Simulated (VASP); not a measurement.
A run of VASP 6.6.1 is set up as follows.

The input INCAR:

```
PREC = Accurate
ENCUT = 500
EDIFF = 1E-6
ISMEAR = -1
SIGMA = 0.1
LREAL = False
LASPH = True
NELM = 120
ALGO = Normal
ISIF = 2
LWAVE = False
LCHARG = False
GGA = CA
NBANDS = 19
GGA_COMPAT = False
```

File KPOINTS:

```
regular mesh
0
Gamma
  7 7 7
```

File POSCAR:

```
Ti
1.0
    0.0000000000      2.6765347444      2.6765347444
    2.6765347444      0.0000000000      2.6765347444
    2.6765347444      2.6765347444      0.0000000000
Ti
2
Direct
    0.0000000000      0.0000000000      0.0000000000
    0.2500000000      0.2500000000      0.2500000000
```

Potentials or basis: VASP PAW LDA potentials, release 64 (Ti_sv).

The run is started by

```console
$ cat potpaw_LDA.64/Ti_sv/POTCAR > POTCAR
$ mpirun -np 1 vasp_std > vasp.out
```

(1) Estimate the pressure.

(2) Estimate the band gap on the k mesh.

## Answers

(1) 0.5 GPa.

(2) zero (band 12 reaches 6.90 eV, above the bottom of band 13 at 6.56 eV).
